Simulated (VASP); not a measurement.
# Al3BN2 (P6_3/mmc) in VASP: single point with PBE

Aim: the single point of Al3BN2 with PBE.

Everything below comes from runs of VASP 6.6.1. Logs are shortened: lines on timing, memory, paths and dates and some standing lists are left out, and cuts for length are marked.

## (1) The cell of the first run

It takes space group P6_3/mmc (No. 194, hexagonal). Conventional cell: a = 2.872 Å, b = 2.872 Å, c = 15.732 Å, α = 90.00°, β = 90.00°, γ = 120.00°. Al (site symmetry 3m) has 3 N at 2.04 Å and 3 B at 2.29 Å within 2.7 Å. Al (site symmetry -3m) has 6 N at 2.03 Å within 2.7 Å. Within 3.0 Å of B (site symmetry -6m2) lie 6 Al at 2.29 Å and 6 B at 2.87 Å. Within 2.7 Å of N (site symmetry 3m) lie 6 Al at 2.03 to 2.04 Å.

## (2) Single point, PBE

Input file INCAR:

```
PREC     = Accurate       # precision mode
ENCUT    = 600            # plane-wave cutoff, eV
EDIFF    = 1E-6           # SCF threshold, eV
ISMEAR   = 0              # smearing method
SIGMA    = 0.1            # smearing width, eV
LREAL    = F              # projectors in reciprocal space
LASPH    = T              # aspherical terms in the spheres
NELM     = 120            # most SCF steps
ALGO     = Normal         # electronic algorithm
ISIF     = 2              # what is computed and relaxed
LWAVE    = F              # write WAVECAR
LCHARG   = T              # write CHGCAR
GGA      = PE             # functional
LELF     = T              # ELF
LVHAR    = T            
NBANDS   = 34             # bands
GGA_COMPAT= F
```

Input file KPOINTS:

```
regular mesh
0
Gamma
  6 6 1
```

Input file POSCAR:

```
Al3BN2
1.0
    2.8722949601      0.0000000000      0.0000000000
   -1.4361474800      2.4874804026      0.0000000000
    0.0000000000      0.0000000000     15.7324757143
Al B N
6 2 4
Direct
    0.3333333333      0.6666666667      0.3499646810
    0.6666666667      0.3333333333      0.6500353190
    0.0000000000      0.0000000000      0.5000000000
    0.3333333333      0.6666666667      0.1500353190
    0.6666666667      0.3333333333      0.8499646810
    0.0000000000      0.0000000000      0.0000000000
    0.0000000000      0.0000000000      0.2500000000
    0.0000000000      0.0000000000      0.7500000000
    0.6666666667      0.3333333333      0.4254694004
    0.3333333333      0.6666666667      0.5745305996
    0.6666666667      0.3333333333      0.0745305996
    0.3333333333      0.6666666667      0.9254694004
```

Potentials or basis: VASP PAW PBE potentials, release 64 (Al, B, N).

The run is started by

```sh
> cat potpaw_PBE.64/Al/POTCAR potpaw_PBE.64/B/POTCAR potpaw_PBE.64/N/POTCAR > POTCAR
> mpirun -np 1 vasp_std > vasp.out
```

OUTCAR:

```text
PREC = Accurate
   ENCUT = 600
   EDIFF = 1E-6
   ISMEAR = 0
   LREAL = F
   LASPH = T
   NELM = 120
   ISIF = 2
   GGA = PE

 ion  position               nearest neighbor table
   1  0.333  0.667  0.350-   9 2.04   9 2.04   9 2.04   7 2.29   7 2.29   7 2.29   3 2.88   3 2.88
                             3 2.88   4 3.15
   2  0.667  0.333  0.650-  10 2.04  10 2.04  10 2.04   8 2.29   8 2.29   8 2.29   3 2.88   3 2.88
                             3 2.88   5 3.15
   3  0.000  0.000  0.500-   9 2.03  10 2.03  10 2.03   9 2.03   9 2.03  10 2.03   1 2.88   2 2.88
                             1 2.88   2 2.88   1 2.88   2 2.88
   4  0.333  0.667  0.150-  11 2.04  11 2.04  11 2.04   7 2.29   7 2.29   7 2.29   6 2.88   6 2.88
                             6 2.88   1 3.15
   5  0.667  0.333  0.850-  12 2.04  12 2.04  12 2.04   8 2.29   8 2.29   8 2.29   6 2.88   6 2.88
                             6 2.88   2 3.15
   6  0.000  0.000  0.000-  11 2.03  12 2.03  12 2.03  11 2.03  11 2.03  12 2.03   4 2.88   5 2.88
                             4 2.88   5 2.88   4 2.88   5 2.88
   7  0.000  0.000  0.250-   1 2.29   4 2.29   1 2.29   4 2.29   1 2.29   4 2.29
   8  0.000  0.000  0.750-   2 2.29   5 2.29   2 2.29   5 2.29   2 2.29   5 2.29
   9  0.667  0.333  0.425-   3 2.03   3 2.03   3 2.03   1 2.04   1 2.04   1 2.04
  10  0.333  0.667  0.575-   3 2.03   3 2.03   3 2.03   2 2.04   2 2.04   2 2.04
  11  0.667  0.333  0.075-   6 2.03   6 2.03   6 2.03   4 2.04   4 2.04   4 2.04
  12  0.333  0.667  0.925-   6 2.03   6 2.03   6 2.03   5 2.04   5 2.04   5 2.04

  LATTYP: Found a hexagonal cell.
 ALAT       =     2.8722949601
 C/A-ratio  =     5.4773189846

  Lattice vectors:

 A1 = (   2.8722949601,   0.0000000000,   0.0000000000)
 A2 = (  -1.4361474800,   2.4874804026,   0.0000000000)
 A3 = (   0.0000000000,   0.0000000000,  15.7324757143)

Analysis of symmetry for initial positions (statically):
=====================================================================
 Subroutine PRICEL returns:
 Original cell was already a primitive cell.

 Routine SETGRP: Setting up the symmetry group for a
 hexagonal supercell.

 Subroutine GETGRP returns: Found 24 space group operations
 (whereof 12 operations were pure point group operations)
 out of a pool of 24 trial point group operations.

The static configuration has the point symmetry D_3d.
 The point group associated with its full space group is D_6h.

Analysis of symmetry for dynamics (positions and initial velocities):
=====================================================================
 Subroutine PRICEL returns:
 Original cell was already a primitive cell.

 Routine SETGRP: Setting up the symmetry group for a
 hexagonal supercell.

 Subroutine GETGRP returns: Found 24 space group operations
 (whereof 12 operations were pure point group operations)
 out of a pool of 24 trial point group operations.

The dynamic configuration has the point symmetry D_3d.
 The point group associated with its full space group is D_6h.

 Subroutine INISYM returns: Found 24 space group operations
 (whereof 12 operations are pure point group operations),
 and found     1 'primitive' translations

----------------------------------------------------------------------------------------

                                     Primitive cell

  volume of cell :     112.4050

  direct lattice vectors                    reciprocal lattice vectors
     2.872294960  0.000000000  0.000000000     0.348153659  0.201006609  0.000000000
    -1.436147480  2.487480403  0.000000000     0.000000000  0.402013217  0.000000000
     0.000000000  0.000000000 15.732475714     0.000000000  0.000000000  0.063562787

  length of vectors
     2.872294960  2.872294960 15.732475714     0.402013217  0.402013217  0.063562787

  position of ions in fractional coordinates (direct lattice)
     0.333333333  0.666666667  0.349964681
     0.666666667  0.333333333  0.650035319
     0.000000000  0.000000000  0.500000000
     0.333333333  0.666666667  0.150035319
     0.666666667  0.333333333  0.849964681
     0.000000000  0.000000000  0.000000000
     0.000000000  0.000000000  0.250000000
     0.000000000  0.000000000  0.750000000
     0.666666667  0.333333333  0.425469400
     0.333333333  0.666666667  0.574530600
     0.666666667  0.333333333  0.074530600
     0.333333333  0.666666667  0.925469400

  ion indices of the primitive-cell ions
   primitive index   ion index
                 1           1
                 2           2
                 3           3
                 4           4
                 5           5
                 6           6
                 7           7
                 8           8
                 9           9
                10          10
                11          11
                12          12

----------------------------------------------------------------------------------------

 KPOINTS: regular mesh

Automatic generation of k-mesh.
 Grid dimensions read from file:
 generate k-points for:    6    6    1

 Generating k-lattice:

  Cartesian coordinates                     Fractional coordinates (reciprocal lattice)
     0.058025610  0.033501101  0.000000000     0.166666667  0.000000000  0.000000000
     0.000000000  0.067002203  0.000000000     0.000000000  0.166666667  0.000000000
     0.000000000  0.000000000  0.063562787     0.000000000  0.000000000  1.000000000

  Length of vectors
     0.067002203  0.067002203  0.063562787

  Shift w.r.t. Gamma in fractional coordinates (k-lattice)
     0.000000000  0.000000000  0.000000000

 Subroutine IBZKPT returns following result:
 ===========================================

 Found      7 irreducible k-points:

 Following reciprocal coordinates:
            Coordinates               Weight
  0.000000  0.000000  0.000000      1.000000
  0.166667  0.000000  0.000000      6.000000
  0.333333  0.000000  0.000000      6.000000
  0.500000  0.000000  0.000000      3.000000
  0.166667  0.166667  0.000000      6.000000
  0.333333  0.166667  0.000000     12.000000
  0.333333  0.333333  0.000000      2.000000
   k-points           NKPTS =      7   k-points in BZ     NKDIM =      7   number of bands    NBANDS=     34
   number of dos      NEDOS =    301   number of ions     NIONS =     12
   total plane-waves  NPLWV =  72576
   dimension x,y,z NGX =    24 NGY =   24 NGZ =  126
   dimension x,y,z NGXF=    48 NGYF=   48 NGZF=  252
   ions per type =               6   2   4
   NGX,Y,Z   is equivalent  to a cutoff of  13.89, 13.89, 13.31 a.u.
   NGXF,Y,Z  is equivalent  to a cutoff of  27.78, 27.78, 26.63 a.u.
 SYSTEM =  unknown system
   PREC   = accura    normal or accurate (medium, high low for compatibility)
   ISTART =      0    job   : 0-new  1-cont  2-samecut
   ICHARG =      2    charge: 1-file 2-atom 10-const
   ISPIN  =      1    spin polarized calculation?
   LNONCOLLINEAR =      F non collinear calculations
   LSORBIT =      F    spin-orbit coupling
   LASPH  =      T    aspherical Exc in radial PAW
   ENCUT  =  600.0 eV  44.10 Ry    6.64 a.u.   5.74  5.74 31.42*2*pi/ulx,y,z
   NELM   =    120;   NELMIN=  2; NELMDL= -5     # of ELM steps
   EDIFF  = 0.1E-05   stopping-criterion for ELM
   LREAL  =      F    real-space projection
   EDIFFG = 0.1E-04   stopping-criterion for IOM
   NSW    =      0    number of steps for IOM
   IBRION =     -1    ionic relax: 0-MD 1-quasi-New 2-CG
   NFREE  =      0    steps in history (QN), initial steepest desc. (CG)
   ISIF   =      2    stress and relaxation
   ISYM   =      2    0-nonsym 1-usesym 2-fastsym
   POTIM  = 0.5000    time-step for ionic-motion
   TEBEG  =    0.0;   TEEND  =   0.0 temperature during run
   PSTRESS=    0.0 pullay stress
   NELECT =      44.0000    total number of electrons
   NUPDOWN=      -1.0000    fix difference up-down
   EMIN   =  10.00;   EMAX   =-10.00  energy-range for DOS
   EFERMI =   0.00;   METHOD = LEGACY
   ISMEAR =     0;   SIGMA  =   0.10  broadening in eV -4-tet -1-fermi 0-gaus
   EFERMI_NEDOS =   21; number of points for ismear=-14 and -15
   IALGO  =     38    algorithm
   IMIX   =      4    mixing-type and parameters
     AMIX     =   0.40;   BMIX     =  1.00
     AMIX_MAG =   1.60;   BMIX_MAG =  1.00
  volume/ion in A,a.u.               =       9.37        63.21
  Fermi-wavevector in a.u.,A,eV,Ry     =   1.197560  2.263059 19.512781  1.434149
  Thomas-Fermi vector in A             =   2.333471
   LORBIT       =      0    0 simple, 1 ext, 2 COOP (PROOUT), +10 PAW based schemes
   GGA     = PE    functional components
   LHFCALC =     F    Hartree Fock is set to
   AEXX    =    0.0000 exact exchange contribution
   IVDW    =     0    specifies the selected vdW correction
   LEPSILON=     F    determine dielectric tensor
   LRPA    =     F    only Hartree local field effects (RPA)
 non-spin polarized calculation
 Gauss-broadening in eV      SIGMA  =   0.10
  energy-cutoff  :      600.00
  volume of cell :      112.41
 maximum number of plane-waves:      3776
 NGX is ok and might be reduce to    24
   NGX = 11   NGY = 11   NGZ = 63

 number of electron      43.9999996 magnetization

 Free energy of the ion-electron system (eV)
  ---------------------------------------------------
  ext. energy  EPLUGINS =         0.00000000
  ---------------------------------------------------
  free energy    TOTEN  =       -76.25801848 eV

  energy without entropy =      -76.22409527  energy(sigma->0) =      -76.24105688

 E-fermi :   9.6757     XC(G=0): -11.7050

 val. band max:        9.6465760092   @ k =   0.1667   0.1667   0.0000
 cond. band min:       9.7413049581   @ k =   0.3333   0.1667   0.0000
 fundamental gap:      0.0947289489
 Fermi energy:         9.6756550107

 k-point     1 :       0.0000    0.0000    0.0000
  band No.  band energies     occupation
      1      -8.5869      2.00000
      2      -8.5663      2.00000
      3      -7.1117      2.00000
      4      -7.0549      2.00000
      5      -1.8601      2.00000
      6      -1.2951      2.00000
[... 248 lines left out ...]
     33      16.7129      0.00000
     34      18.4313      0.00000

------------------------ aborting loop because EDIFF is reached ----------------------------------------

  FORCE on cell =-STRESS in cart. coord.  units (eV):
  Direction    XX          YY          ZZ          XY          YZ          ZX
  --------------------------------------------------------------------------------------
  -------------------------------------------------------------------------------------
  Total        0.0487318      0.0487318     -0.6097554      0.0000000     -0.0000000      0.0000000
  in kB        0.6946046      0.6946046     -8.6912141      0.0000000     -0.0000000      0.0000000
  external PRESSURE =      -2.4340016 kB  Pullay stress =       0.0000000 kB

 VOLUME and BASIS-vectors are now :
 -----------------------------------------------------------------------------
  energy-cutoff  :      600.00
  volume of cell :      112.41
      direct lattice vectors                 reciprocal lattice vectors
     2.872294960  0.000000000  0.000000000     0.348153659  0.201006609  0.000000000
    -1.436147480  2.487480403  0.000000000     0.000000000  0.402013217  0.000000000
     0.000000000  0.000000000 15.732475714     0.000000000  0.000000000  0.063562787

 POSITION                                       TOTAL-FORCE (eV/Angst)
 -----------------------------------------------------------------------------------
     -0.00000      1.65832      5.50581        -0.000000      0.000000     -0.051263
      1.43615      0.82916     10.22666        -0.000000      0.000000      0.051263
      0.00000      0.00000      7.86624        -0.000000      0.000000      0.000000
     -0.00000      1.65832      2.36043        -0.000000      0.000000      0.051263
      1.43615      0.82916     13.37205        -0.000000      0.000000     -0.051263
      0.00000      0.00000      0.00000        -0.000000      0.000000      0.000000
      0.00000      0.00000      3.93312        -0.000000      0.000000      0.000000
      0.00000      0.00000     11.79936        -0.000000      0.000000      0.000000
      1.43615      0.82916      6.69369        -0.000000     -0.000000     -0.011838
     -0.00000      1.65832      9.03879        -0.000000     -0.000000      0.011838
      1.43615      0.82916      1.17255         0.000000      0.000000      0.011838
     -0.00000      1.65832     14.55992         0.000000      0.000000     -0.011838
 -----------------------------------------------------------------------------------
    total drift:                                0.000000     -0.000000      0.000000

  FREE ENERGIE OF THE ION-ELECTRON SYSTEM (eV)
  ---------------------------------------------------
  free  energy   TOTEN  =       -76.2580184830 eV

  energy  without entropy=      -76.2240952722  energy(sigma->0) =      -76.24105688
```

It took 27 s on 1 thread of AMD EPYC 9R45 (Zen 5), shared host; peak memory 0.21 GiB.

What came out:

| Quantity | Value |
| --- | --- |
| Free energy | -76.2580 eV |
| Pressure | -0.2 GPa |
| Largest force | 0.051 eV/Å |
| Band gap on the k mesh | zero (bands 22 and 23 overlap by 6.35 eV) |

Forces in eV/Å, atoms in the order of the input:
```
Al   0.000  0.000 -0.051
Al   0.000  0.000  0.051
Al   0.000  0.000  0.000
Al   0.000  0.000  0.051
Al   0.000  0.000 -0.051
Al   0.000  0.000  0.000
B    0.000  0.000  0.000
B    0.000  0.000  0.000
N    0.000  0.000 -0.012
N    0.000  0.000  0.012
N    0.000  0.000  0.012
N    0.000  0.000 -0.012
```

Stress tensor (GPa, compression positive):
```
 0.07  0.00  0.00
 0.00  0.07  0.00
 0.00  0.00 -0.87
```

Caveat: the k points lie up to 0.42 Å⁻¹ apart, too coarse for converged energies and pressures of a metal.
